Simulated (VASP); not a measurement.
# HgTe (I-4m2) in VASP: notebook, part 2 of 2

VASP 6.6.1.

### 4 Single point, LDA

The input, INCAR:

```
  PREC = Accurate
  ENCUT = 520
  EDIFF = 1E-6
  ISMEAR = 1
  SIGMA = 0.01
  LREAL = False
  LASPH = True
  NELM = 80
  ALGO = Normal
  ISIF = 2
  LWAVE = False
  LCHARG = False
  NBANDS = 16
```

The input, KPOINTS:

```
regular mesh
0
Gamma
  8 8 8
```

The input, POSCAR:

```
HgTe
1.0
   -3.0456030000      3.0456030000      1.5594100000
    3.0456030000     -3.0456030000      1.5594100000
    3.0456030000      3.0456030000     -1.5594100000
Hg Te
1 1
Direct
    0.2500000000      0.7500000000      0.5000000000
    0.0000000000      0.0000000000      0.0000000000
```

Potentials or basis: VASP PAW LDA potentials, release 64 (Hg, Te).

Command:

```console
cat potpaw_LDA.64/Hg/POTCAR potpaw_LDA.64/Te/POTCAR > POTCAR
mpirun -np 1 vasp_std > vasp.out
```

OUTCAR:

```text
PREC = Accurate
   ENCUT = 520
   EDIFF = 1E-6
   ISMEAR = 1
   LREAL = False
   LASPH = True
   NELM = 80
   ISIF = 2

 ion  position               nearest neighbor table
   1  0.250  0.750  0.500-   2 3.14   2 3.14   2 3.14   2 3.14
   2  0.000  0.000  0.000-   1 3.14   1 3.14   1 3.14   1 3.14

  LATTYP: Found a body centered tetragonal cell.
 ALAT       =     6.0912060000
 C/A-ratio  =     0.5120201156

  Lattice vectors:

 A1 = (  -3.0456030000,   3.0456030000,   1.5594100000)
 A2 = (   3.0456030000,  -3.0456030000,   1.5594100000)
 A3 = (   3.0456030000,   3.0456030000,  -1.5594100000)

Analysis of symmetry for initial positions (statically):
=====================================================================
 Subroutine PRICEL returns:
 Original cell was already a primitive cell.

 Routine SETGRP: Setting up the symmetry group for a
 body centered tetragonal supercell.

 Subroutine GETGRP returns: Found  8 space group operations
 (whereof  8 operations were pure point group operations)
 out of a pool of 16 trial point group operations.

The static configuration has the point symmetry D_2d.

Analysis of symmetry for dynamics (positions and initial velocities):
=====================================================================
 Subroutine PRICEL returns:
 Original cell was already a primitive cell.

 Routine SETGRP: Setting up the symmetry group for a
 body centered tetragonal supercell.

 Subroutine GETGRP returns: Found  8 space group operations
 (whereof  8 operations were pure point group operations)
 out of a pool of 16 trial point group operations.

The dynamic configuration has the point symmetry D_2d.

 Subroutine INISYM returns: Found  8 space group operations
 (whereof  8 operations are pure point group operations),
 and found     1 'primitive' translations

----------------------------------------------------------------------------------------

                                     Primitive cell

  volume of cell :      57.8585

  direct lattice vectors                    reciprocal lattice vectors
    -3.045603000  3.045603000  1.559410000     0.000000000  0.164171102  0.320634086
     3.045603000 -3.045603000  1.559410000     0.164171102  0.000000000  0.320634086
     3.045603000  3.045603000 -1.559410000     0.164171102  0.164171102  0.000000000

  length of vectors
     4.580737366  4.580737366  4.580737366     0.360219888  0.360219888  0.232172999

  position of ions in fractional coordinates (direct lattice)
     0.250000000  0.750000000  0.500000000
     0.000000000  0.000000000  0.000000000

  ion indices of the primitive-cell ions
   primitive index   ion index
                 1           1
                 2           2

----------------------------------------------------------------------------------------

 KPOINTS: regular mesh

Automatic generation of k-mesh.
 Grid dimensions read from file:
 generate k-points for:    8    8    8

 Generating k-lattice:

  Cartesian coordinates                     Fractional coordinates (reciprocal lattice)
     0.000000000  0.020521388  0.040079261     0.125000000  0.000000000  0.000000000
     0.020521388  0.000000000  0.040079261     0.000000000  0.125000000  0.000000000
     0.020521388  0.020521388  0.000000000     0.000000000  0.000000000  0.125000000

  Length of vectors
     0.045027486  0.045027486  0.029021625

  Shift w.r.t. Gamma in fractional coordinates (k-lattice)
     0.000000000  0.000000000  0.000000000

 Subroutine IBZKPT returns following result:
 ===========================================

 Found     59 irreducible k-points:

 Following reciprocal coordinates:
            Coordinates               Weight
  0.000000  0.000000  0.000000      1.000000
  0.125000  0.000000  0.000000      8.000000
  0.250000  0.000000  0.000000      8.000000
  0.375000  0.000000  0.000000      8.000000
  0.500000  0.000000  0.000000      4.000000
  0.125000  0.125000  0.000000      8.000000
[... 16 lines left out ...]
  0.250000  0.125000  0.125000     16.000000
  0.375000  0.125000  0.125000      8.000000
 [... further k-points ...]
   k-points           NKPTS =     59   k-points in BZ     NKDIM =     59   number of bands    NBANDS=     16
   number of dos      NEDOS =    301   number of ions     NIONS =      2
   total plane-waves  NPLWV =  46656
   dimension x,y,z NGX =    36 NGY =   36 NGZ =   36
   dimension x,y,z NGXF=    72 NGYF=   72 NGZF=   72
   ions per type =               1   1
   NGX,Y,Z   is equivalent  to a cutoff of  13.07, 13.07, 13.07 a.u.
   NGXF,Y,Z  is equivalent  to a cutoff of  26.13, 26.13, 26.13 a.u.
 SYSTEM =  unknown system
   PREC   = accura    normal or accurate (medium, high low for compatibility)
   ISTART =      0    job   : 0-new  1-cont  2-samecut
   ICHARG =      2    charge: 1-file 2-atom 10-const
   ISPIN  =      1    spin polarized calculation?
   LNONCOLLINEAR =      F non collinear calculations
   LSORBIT =      F    spin-orbit coupling
   LASPH  =      T    aspherical Exc in radial PAW
   ENCUT  =  520.0 eV  38.22 Ry    6.18 a.u.   8.52  8.52  8.52*2*pi/ulx,y,z
   NELM   =     80;   NELMIN=  2; NELMDL= -5     # of ELM steps
   EDIFF  = 0.1E-05   stopping-criterion for ELM
   LREAL  =      F    real-space projection
   EDIFFG = 0.1E-04   stopping-criterion for IOM
   NSW    =      0    number of steps for IOM
   IBRION =     -1    ionic relax: 0-MD 1-quasi-New 2-CG
   NFREE  =      0    steps in history (QN), initial steepest desc. (CG)
   ISIF   =      2    stress and relaxation
   ISYM   =      2    0-nonsym 1-usesym 2-fastsym
   POTIM  = 0.5000    time-step for ionic-motion
   TEBEG  =    0.0;   TEEND  =   0.0 temperature during run
   PSTRESS=    0.0 pullay stress
   NELECT =      18.0000    total number of electrons
   NUPDOWN=      -1.0000    fix difference up-down
   EMIN   =  10.00;   EMAX   =-10.00  energy-range for DOS
   EFERMI =   0.00;   METHOD = LEGACY
   ISMEAR =     1;   SIGMA  =   0.01  broadening in eV -4-tet -1-fermi 0-gaus
   EFERMI_NEDOS =   21; number of points for ismear=-14 and -15
   IALGO  =     38    algorithm
   IMIX   =      4    mixing-type and parameters
     AMIX     =   0.40;   BMIX     =  1.00
     AMIX_MAG =   1.60;   BMIX_MAG =  1.00
  volume/ion in A,a.u.               =      28.93       195.22
  Fermi-wavevector in a.u.,A,eV,Ry     =   1.109286  2.096246 16.742166  1.230515
  Thomas-Fermi vector in A             =   2.245823
   LORBIT       =      0    0 simple, 1 ext, 2 COOP (PROOUT), +10 PAW based schemes
   GGA     = CA    functional components
   LHFCALC =     F    Hartree Fock is set to
   AEXX    =    0.0000 exact exchange contribution
   IVDW    =     0    specifies the selected vdW correction
   LEPSILON=     F    determine dielectric tensor
   LRPA    =     F    only Hartree local field effects (RPA)
 non-spin polarized calculation
 Methfessel and Paxton  Order N= 1 SIGMA  =   0.01
  energy-cutoff  :      520.00
  volume of cell :       57.86
 maximum number of plane-waves:      1578
 NGX is ok and might be reduce to    36
   NGX = 17   NGY = 17   NGZ = 17

 number of electron      18.0000002 magnetization

 Free energy of the ion-electron system (eV)
  ---------------------------------------------------
  ext. energy  EPLUGINS =         0.00000000
  ---------------------------------------------------
  free energy    TOTEN  =        -4.76059314 eV

  energy without entropy =       -4.76055069  energy(sigma->0) =       -4.76057899

 E-fermi :   4.2650     XC(G=0): -10.0942

 val. band max:        4.2616473757   @ k =  -0.2500   0.5000   0.1250
 cond. band min:       4.2760234948   @ k =   0.2500   0.0000   0.0000
 fundamental gap:      0.0143761191
 Fermi energy:         4.2649938571

 k-point     1 :       0.0000    0.0000    0.0000
  band No.  band energies     occupation
      1      -8.2546      2.00000
      2      -3.1578      2.00000
      3      -2.4498      2.00000
      4      -2.3742      2.00000
      5      -1.9319      2.00000
      6      -1.9319      2.00000
[... 8 lines left out ...]
     15      14.2887      0.00000
     16      15.3288      0.00000
[... 419 lines left out ...]
 k-point    24 :       0.3750    0.1250    0.1250
  band No.  band energies     occupation
      1      -5.7852      2.00000
      2      -2.7691      2.00000
      3      -2.5449      2.00000
      4      -2.3277      2.00000
      5      -2.1834      2.00000
      6      -1.9361      2.00000
[... 8 lines left out ...]
     15      12.8297      0.00000
     16      13.7300      0.00000

 [... further k-points ...]
[... 5 lines left out ...]
  --------------------------------------------------------------------------------------
  -------------------------------------------------------------------------------------
  Total       -1.9486230     -1.9486230     -1.6370078      0.0000000      0.0000000      0.0000000
  in kB      -53.9599475    -53.9599475    -45.3309105      0.0000000      0.0000000      0.0000000
  external PRESSURE =     -51.0836018 kB  Pullay stress =       0.0000000 kB

 VOLUME and BASIS-vectors are now :
 -----------------------------------------------------------------------------
  energy-cutoff  :      520.00
  volume of cell :       57.86
      direct lattice vectors                 reciprocal lattice vectors
    -3.045603000  3.045603000  1.559410000     0.000000000  0.164171102  0.320634086
     3.045603000 -3.045603000  1.559410000     0.164171102  0.000000000  0.320634086
     3.045603000  3.045603000 -1.559410000     0.164171102  0.164171102  0.000000000

 POSITION                                       TOTAL-FORCE (eV/Angst)
 -----------------------------------------------------------------------------------
      3.04560      0.00000      0.77970        -0.000000     -0.000000      0.000000
      0.00000      0.00000      0.00000         0.000000      0.000000     -0.000000
 -----------------------------------------------------------------------------------
    total drift:                                0.000000     -0.000000      0.000000

  FREE ENERGIE OF THE ION-ELECTRON SYSTEM (eV)
  ---------------------------------------------------
  free  energy   TOTEN  =        -4.7605931427 eV

  energy  without entropy=       -4.7605506938  energy(sigma->0) =       -4.76057899
```

stdout:

```text
POSCAR found type information on POSCAR HgTe
 POSCAR found :  2 types and       2 ions
 scaLAPACK will be used
 LDA part: xc-table for (Slater(with rela. corr.)+CA(PZ))
 , standard interpolation
 POSCAR, INCAR and KPOINTS ok, starting setup
 FFT: planning ... GRIDC
 FFT: planning ... GRID_SOFT
 FFT: planning ... GRID
 WAVECAR not read
 entering main loop
```

Run time: 36 s. Hardware: 1 thread of Intel Xeon Platinum 8488C (Sapphire Rapids), shared host; peak memory 0.2 GiB.

What came out:

| Item | Value |
| --- | --- |
| Free energy | -4.7606 eV |
| Pressure | -5.1 GPa |
| Band gap on the k mesh | zero (band 9 reaches 5.69 eV, above the bottom of band 10 at 2.74 eV) |

Levels at points of the mesh, in eV from the Fermi level:
```csv
k point,band 6,band 7,band 8,band 9,band 10,band 11,band 12,band 13
"(0.00, 0.00, 0.00)",-6.20,-3.54,-2.46,-2.46,3.36,4.59,6.80,6.80
"(0.50, 0.00, 0.00)",-6.20,-4.57,-1.97,-1.12,-0.20,3.13,3.75,5.80
"(0.50, 0.50, 0.00)",-6.14,-6.10,-0.92,1.43,1.89,2.78,3.36,8.71
"(0.50, 0.50, 0.50)",-6.16,-4.44,-4.35,-4.35,3.04,7.25,7.91,7.91
```

Caveat: spin-orbit coupling is left out, which moves the levels of the heavy elements.

### 5 The runs side by side

| level | potentials or basis | gap on the mesh (eV) | pressure (GPa) |
| --- | --- | --- | --- |
| BLYP | VASP PAW PBE potentials, release 64 (Hg, Te) | none | 4.3 |
| PBEsol | VASP PAW PBE potentials, release 64 (Hg, Te) | none | -3.6 |
| LDA | VASP PAW LDA potentials, release 64 (Hg, Te) | none | -5.1 |

Alike in all rows: task single point; no spin polarisation; cell as given; k mesh 8 × 8 × 8; cutoff (eV) 520; smearing methfessel-paxton 0.01 eV.

Caveats: spin-orbit coupling is left out, which moves the levels of the heavy elements; the PAW data sets were made with another functional, which shifts forces and pressure a little (some runs).

Total energies depend on the potentials used, so only differences within one code and one set of settings carry meaning.
